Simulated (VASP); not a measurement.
# In8Sb5As3 (R3m) in VASP: single point with PBEsol

Aim: the single point of In8Sb5As3 with PBEsol.

Program: VASP 6.6.1. These are calculated values, not measurements. Logs are shortened: lines on timing, memory, paths and dates and some standing lists are left out, and cuts for length are marked.

### 1 The cell of the first run

Symmetry: R3m, No. 160, trigonal system. The conventional cell has a = 8.990 Å, b = 8.990 Å, c = 22.066 Å, α = 90.00°, β = 90.00°, γ = 120.00°. In (site symmetry m) has 1 As at 2.66 Å and 3 Sb at 2.79 Å within 3.5 Å. Within 3.6 Å of In (site symmetry 3m) lie 3 As at 2.72 Å and 1 Sb at 2.84 Å. Within 3.6 Å of In (site symmetry 3m) lie 4 Sb at 2.76 to 2.77 Å. Within 3.5 Å of In (site symmetry m) lie 2 As at 2.69 Å and 2 Sb at 2.81 to 2.82 Å. Within 3.5 Å of As (site symmetry m) lie 4 In at 2.66 to 2.72 Å. Sb (site symmetry 3m) has 4 In at 2.79 to 2.84 Å within 3.7 Å. Sb (site symmetry 3m) has 4 In at 2.76 to 2.81 Å within 3.6 Å. Sb (site symmetry m) has 4 In at 2.77 to 2.82 Å within 3.6 Å.

### 2 Single point, PBEsol

Contents of INCAR:

```
SYSTEM = In8Sb5As3
  PREC = Accurate
  ENCUT = 520
  EDIFF = 1E-7
  ISMEAR = 0
  SIGMA = 0.1
  LREAL = Auto
  LASPH = .True.
  NELM = 60
  ALGO = Normal
  ISIF = 2
  LWAVE = .False.
  LCHARG = .False.
  GGA = PS
  NBANDS = 86
```

Contents of KPOINTS:

```
regular mesh
0
Gamma
  4 4 4
  0 0 0
```

Contents of POSCAR:

```
In8Sb5As3
1.0
   -6.3566641896      6.3566641896      0.0000000000
   -6.3566641896      0.0000000000      6.3566641896
    0.0088724701      6.3655366597      6.3655366597
In As Sb
8 3 5
Direct
   -0.0052488473     -0.0052488473      0.0146738789
    0.4958238157     -0.0052488473      0.0146738789
   -0.0052488473      0.4958238157      0.0146738789
    0.0040012163      0.0040012163      0.4879963511
    0.4999571299      0.4999571299      0.0001286102
    0.5090993460     -0.0082779864      0.4900792943
   -0.0082779864      0.5090993460      0.4900792943
    0.5090993460      0.5090993460      0.4900792943
    0.8748359014      0.8748359014      0.3759696521
    0.3743585451      0.8748359014      0.3759696521
    0.8748359014      0.3743585451      0.3759696521
    0.8753110119      0.8753110119      0.8740669643
    0.3746718836      0.3746718836      0.3759843492
    0.3748838967      0.8770137901      0.8732184164
    0.8770137901      0.3748838967      0.8732184164
    0.3748838967      0.3748838967      0.8732184164
```

Potentials or basis: VASP PAW PBE potentials, release 64 (In_d, As, Sb).

The run is started by

```bash
$ cat potpaw_PBE.64/In_d/POTCAR potpaw_PBE.64/As/POTCAR potpaw_PBE.64/Sb/POTCAR > POTCAR
$ mpirun -np 1 vasp_std > vasp.out
```

OUTCAR:

```text
SYSTEM = In8Sb5As3
   PREC = Accurate
   ENCUT = 520
   EDIFF = 1E-7
   ISMEAR = 0
   LREAL = Auto
   LASPH = .True.
   NELM = 60
   ISIF = 2
   GGA = PS

 ion  position               nearest neighbor table
   1  0.995  0.995  0.015-   9 2.66  12 2.79  14 2.79  15 2.79
   2  0.496  0.995  0.015-  10 2.66  12 2.79  16 2.79  14 2.79
   3  0.995  0.496  0.015-  11 2.66  12 2.79  16 2.79  15 2.79
   4  0.004  0.004  0.488-   9 2.72  10 2.72  11 2.72  12 2.84
   5  0.500  0.500  0.000-  13 2.76  16 2.77  15 2.77  14 2.77
   6  0.509  0.992  0.490-  10 2.69   9 2.69  13 2.81  14 2.82
[... 8 lines left out ...]
  15  0.877  0.375  0.873-   5 2.77   1 2.79   3 2.79   7 2.82
  16  0.375  0.375  0.873-   5 2.77   3 2.79   2 2.79   8 2.82

  LATTYP: Found a trigonal (rhomboedric) cell.
 ALAT       =     9.0022326482
 COS(alpha) =     0.5013933420

  Lattice vectors:

 A1 = (   6.3655366597,   0.0088724701,   6.3655366597)
 A2 = (   6.3655366597,   6.3655366597,   0.0088724701)
 A3 = (   0.0088724701,   6.3655366597,   6.3655366597)

Analysis of symmetry for initial positions (statically):
=====================================================================
 Subroutine PRICEL returns:
 Original cell was already a primitive cell.

 Routine SETGRP: Setting up the symmetry group for a
 trigonal (rhombohedral) supercell.

 Subroutine GETGRP returns: Found  6 space group operations
 (whereof  2 operations were pure point group operations)
 out of a pool of 12 trial point group operations.

The static configuration has the point symmetry C_1h.
 The point group associated with its full space group is C_3v.

Analysis of symmetry for dynamics (positions and initial velocities):
=====================================================================
 Subroutine PRICEL returns:
 Original cell was already a primitive cell.

 Routine SETGRP: Setting up the symmetry group for a
 trigonal (rhombohedral) supercell.

 Subroutine GETGRP returns: Found  6 space group operations
 (whereof  2 operations were pure point group operations)
 out of a pool of 12 trial point group operations.

The dynamic configuration has the point symmetry C_1h.
 The point group associated with its full space group is C_3v.

 Subroutine INISYM returns: Found  6 space group operations
 (whereof  2 operations are pure point group operations),
 and found     1 'primitive' translations

----------------------------------------------------------------------------------------

                                     Primitive cell

  volume of cell :     514.7853

  direct lattice vectors                    reciprocal lattice vectors
    -6.356664190  6.356664190  0.000000000    -0.078602829  0.078712387 -0.078602829
    -6.356664190  0.000000000  6.356664190    -0.078602829 -0.078602829  0.078712387
     0.008872470  6.365536660  6.365536660     0.078493270  0.078493270  0.078493270

  length of vectors
     8.989680708  8.989680708  9.002232648     0.136207376  0.136207376  0.135954331

  position of ions in fractional coordinates (direct lattice)
     0.994751153  0.994751153  0.014673879
     0.495823816  0.994751153  0.014673879
     0.994751153  0.495823816  0.014673879
     0.004001216  0.004001216  0.487996351
     0.499957130  0.499957130  0.000128610
     0.509099346  0.991722014  0.490079294
[... 8 lines left out ...]
     0.877013790  0.374883897  0.873218416
     0.374883897  0.374883897  0.873218416

  ion indices of the primitive-cell ions
   primitive index   ion index
                 1           1
                 2           2
                 3           3
                 4           4
                 5           5
                 6           6
[... 8 lines left out ...]
                15          15
                16          16

----------------------------------------------------------------------------------------

 KPOINTS: regular mesh

Automatic generation of k-mesh.
 Grid dimensions read from file:
 generate k-points for:    4    4    4

 Generating k-lattice:

  Cartesian coordinates                     Fractional coordinates (reciprocal lattice)
    -0.019650707  0.019678097 -0.019650707     0.250000000  0.000000000 -0.000000000
    -0.019650707 -0.019650707  0.019678097     0.000000000  0.250000000 -0.000000000
     0.019623317  0.019623317  0.019623317     0.000000000  0.000000000  0.250000000

  Length of vectors
     0.034051844  0.034051844  0.033988583

  Shift w.r.t. Gamma in fractional coordinates (k-lattice)
     0.000000000  0.000000000  0.000000000

 Subroutine IBZKPT returns following result:
 ===========================================

 Found     13 irreducible k-points:

 Following reciprocal coordinates:
            Coordinates               Weight
  0.000000  0.000000  0.000000      1.000000
  0.250000  0.000000  0.000000      6.000000
  0.500000  0.000000  0.000000      3.000000
  0.250000  0.250000  0.000000      6.000000
  0.500000  0.250000  0.000000     12.000000
 -0.250000  0.250000  0.000000      6.000000
  0.500000  0.500000  0.000000      3.000000
  0.000000  0.000000  0.250000      2.000000
  0.500000  0.000000  0.250000      6.000000
 -0.250000  0.000000  0.250000      6.000000
 -0.250000  0.500000  0.250000      6.000000
 -0.250000 -0.250000  0.250000      6.000000
  0.000000  0.000000  0.500000      1.000000
   k-points           NKPTS =     13   k-points in BZ     NKDIM =     13   number of bands    NBANDS=     86
   number of dos      NEDOS =    301   number of ions     NIONS =     16
   total plane-waves  NPLWV = 343000
   dimension x,y,z NGX =    70 NGY =   70 NGZ =   70
   dimension x,y,z NGXF=   140 NGYF=  140 NGZF=  140
   ions per type =               8   3   5
   NGX,Y,Z   is equivalent  to a cutoff of  12.95, 12.95, 12.93 a.u.
   NGXF,Y,Z  is equivalent  to a cutoff of  25.89, 25.89, 25.85 a.u.
 SYSTEM =  In8Sb5As3
   PREC   = accura    normal or accurate (medium, high low for compatibility)
   ISTART =      0    job   : 0-new  1-cont  2-samecut
   ICHARG =      2    charge: 1-file 2-atom 10-const
   ISPIN  =      1    spin polarized calculation?
   LNONCOLLINEAR =      F non collinear calculations
   LSORBIT =      F    spin-orbit coupling
   LASPH  =      T    aspherical Exc in radial PAW
   ENCUT  =  520.0 eV  38.22 Ry    6.18 a.u.  16.71 16.71 16.74*2*pi/ulx,y,z
   NELM   =     60;   NELMIN=  2; NELMDL= -5     # of ELM steps
   EDIFF  = 0.1E-06   stopping-criterion for ELM
   LREAL  =      T    real-space projection
   EDIFFG = 0.1E-05   stopping-criterion for IOM
   NSW    =      0    number of steps for IOM
   IBRION =     -1    ionic relax: 0-MD 1-quasi-New 2-CG
   NFREE  =      0    steps in history (QN), initial steepest desc. (CG)
   ISIF   =      2    stress and relaxation
   ISYM   =      2    0-nonsym 1-usesym 2-fastsym
   POTIM  = 0.5000    time-step for ionic-motion
   TEBEG  =    0.0;   TEEND  =   0.0 temperature during run
   PSTRESS=    0.0 pullay stress
   NELECT =     144.0000    total number of electrons
   NUPDOWN=      -1.0000    fix difference up-down
   EMIN   =  10.00;   EMAX   =-10.00  energy-range for DOS
   EFERMI =   0.00;   METHOD = LEGACY
   ISMEAR =     0;   SIGMA  =   0.10  broadening in eV -4-tet -1-fermi 0-gaus
   EFERMI_NEDOS =   21; number of points for ismear=-14 and -15
   IALGO  =     38    algorithm
   IMIX   =      4    mixing-type and parameters
     AMIX     =   0.40;   BMIX     =  1.00
     AMIX_MAG =   1.60;   BMIX_MAG =  1.00
  volume/ion in A,a.u.               =      32.17       217.12
  Fermi-wavevector in a.u.,A,eV,Ry     =   1.070665  2.023264 15.596680  1.146324
  Thomas-Fermi vector in A             =   2.206382
   LORBIT       =      0    0 simple, 1 ext, 2 COOP (PROOUT), +10 PAW based schemes
   GGA     = PS    functional components
   LHFCALC =     F    Hartree Fock is set to
   AEXX    =    0.0000 exact exchange contribution
   IVDW    =     0    specifies the selected vdW correction
   LEPSILON=     F    determine dielectric tensor
   LRPA    =     F    only Hartree local field effects (RPA)
 non-spin polarized calculation
 Gauss-broadening in eV      SIGMA  =   0.10
  energy-cutoff  :      520.00
  volume of cell :      514.79
 maximum number of plane-waves:     13890
 NGX is ok and might be reduce to    70
   NGX = 33   NGY = 33   NGZ = 33

 number of electron     144.0000006 magnetization

 Free energy of the ion-electron system (eV)
  ---------------------------------------------------
  ext. energy  EPLUGINS =         0.00000000
  ---------------------------------------------------
  free energy    TOTEN  =       -63.59733819 eV

  energy without entropy =      -63.59497441  energy(sigma->0) =      -63.59615630

 E-fermi :   4.7035     XC(G=0):  -8.9349

 val. band max:        4.6981779979   @ k =   0.0000   0.0000   0.0000
 cond. band min:       4.8613316622   @ k =   0.0000   0.0000   0.2500
 fundamental gap:      0.1631536643
 Fermi energy:         4.7035471443

 k-point     1 :       0.0000    0.0000    0.0000
  band No.  band energies     occupation
      1     -10.0541      2.00000
      2     -10.0541      2.00000
      3     -10.0375      2.00000
      4      -9.9609      2.00000
      5      -9.9387      2.00000
      6      -9.9366      2.00000
[... 76 lines left out ...]
     83       6.0998      0.00000
     84       7.8383      0.00000

 k-point     2 :       0.2500    0.0000    0.0000
  band No.  band energies     occupation
      1     -10.0515      2.00000
      2     -10.0491      2.00000
      3     -10.0358      2.00000
      4      -9.9581      2.00000
      5      -9.9481      2.00000
      6      -9.9354      2.00000
[... 946 lines left out ...]
     83       8.0875      0.00000
     84       8.1571      0.00000

 k-point    13 :       0.0000    0.0000    0.5000
  band No.  band energies     occupation
      1     -10.0510      2.00000
      2     -10.0510      2.00000
      3     -10.0322      2.00000
      4      -9.9598      2.00000
      5      -9.9337      2.00000
      6      -9.9337      2.00000
[... 76 lines left out ...]
     83       8.1973      0.00000
     84       8.3669      0.00000
 [bands above 84 left out]

------------------------ aborting loop because EDIFF is reached ----------------------------------------

  FORCE on cell =-STRESS in cart. coord.  units (eV):
  Direction    XX          YY          ZZ          XY          YZ          ZX
  --------------------------------------------------------------------------------------
  -------------------------------------------------------------------------------------
  Total        0.1206088      0.1206088      0.1206088     -0.0701873     -0.0701873     -0.0701873
  in kB        0.3753734      0.3753734      0.3753734     -0.2184454     -0.2184454     -0.2184454
  external PRESSURE =       0.3753734 kB  Pullay stress =       0.0000000 kB

 VOLUME and BASIS-vectors are now :
 -----------------------------------------------------------------------------
  energy-cutoff  :      520.00
  volume of cell :      514.79
      direct lattice vectors                 reciprocal lattice vectors
    -6.356664190  6.356664190  0.000000000    -0.078602829  0.078712387 -0.078602829
    -6.356664190  0.000000000  6.356664190    -0.078602829 -0.078602829  0.078712387
     0.008872470  6.365536660  6.365536660     0.078493270  0.078493270  0.078493270

 POSITION                                       TOTAL-FORCE (eV/Angst)
 -----------------------------------------------------------------------------------
    -12.64647      6.41671      6.41671         0.014647      0.005054      0.005054
     -9.47495      3.24519      6.41671         0.005054      0.014647      0.005054
     -9.47495      6.41671      3.24519         0.005054      0.005054      0.014647
     -0.04654      3.13179      3.13179         0.013634      0.013634      0.013634
     -6.35612      3.17888      3.17888        -0.008589     -0.008589     -0.008589
     -9.53587      6.35579      9.42366         0.000630      0.000630     -0.003725
[... 8 lines left out ...]
     -7.95015     11.13339      7.94151         0.002425     -0.005808      0.002425
     -4.75827      7.94151      7.94151        -0.005808      0.002425      0.002425
 -----------------------------------------------------------------------------------
    total drift:                                0.027628      0.027628      0.027628

  FREE ENERGIE OF THE ION-ELECTRON SYSTEM (eV)
  ---------------------------------------------------
  free  energy   TOTEN  =       -63.5973381948 eV

  energy  without entropy=      -63.5949744085  energy(sigma->0) =      -63.59615630
```

It took 31 min on 1 thread of Intel Xeon Platinum 8259CL at 2.50GHz (Skylake/Cascade Lake), shared host; peak memory 0.89 GiB.

Results:

```
Free energy            : -63.5973 eV
Pressure               : 0.0 GPa
Largest force          : 0.024 eV/Å
Band gap on the k mesh : zero (filled and empty bands touch)
```

Forces in eV/Å, atoms in the order of the input:
```
In   0.015  0.005  0.005
In   0.005  0.015  0.005
In   0.005  0.005  0.015
In   0.014  0.014  0.014
In  -0.009 -0.009 -0.009
In   0.001  0.001 -0.004
In   0.001 -0.004  0.001
In  -0.004  0.001  0.001
As  -0.002 -0.009 -0.009
As  -0.009 -0.002 -0.009
As  -0.009 -0.009 -0.002
Sb  -0.001 -0.001 -0.001
Sb  -0.006 -0.006 -0.006
Sb   0.002  0.002 -0.006
Sb   0.002 -0.006  0.002
Sb  -0.006  0.002  0.002
```

Caveat: semilocal functionals underestimate gaps, so a narrow gap can read as zero; the PAW data sets were made with another functional, which shifts forces and pressure a little; spin-orbit coupling is left out, which moves the levels of the heavy elements.
